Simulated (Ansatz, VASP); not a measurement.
**Two plane-wave programs on TePb**

```
Te Pb
1.0
     0.00000    3.23100    3.23100
     3.23100    0.00000    3.23100
     3.23100    3.23100    0.00000
Te Pb
1 1
Direct
  0.50000 0.50000 0.50000
  0.00000 0.00000 0.00000
```

Alike in both runs: task single point; functional PBE; k mesh 8 × 8 × 8; no spin polarisation.

```csv
,VASP,Ansatz
version,VASP 6.6.1,Ansatz 0.2.0
potentials or method,"VASP PAW PBE potentials, release 64 (Te, Pb_d)","plane waves, PAW"
plane-wave cutoff (eV),520,420
occupations,"gaussian, width 0.01 eV",fixed
valence electrons in the cell,20,30
```

|  | VASP | Ansatz | Ansatz less VASP |
| --- | --- | --- | --- |
| pressure (GPa) | 2.1 | 2.1 | +0.06 |

VASP's potentials hold 20 valence electrons a cell and Ansatz's 30, so a difference there can come from the potentials and not from the codes. Ansatz's warnings: stress scf threshold loose.

Neither program's run includes spin-orbit coupling.
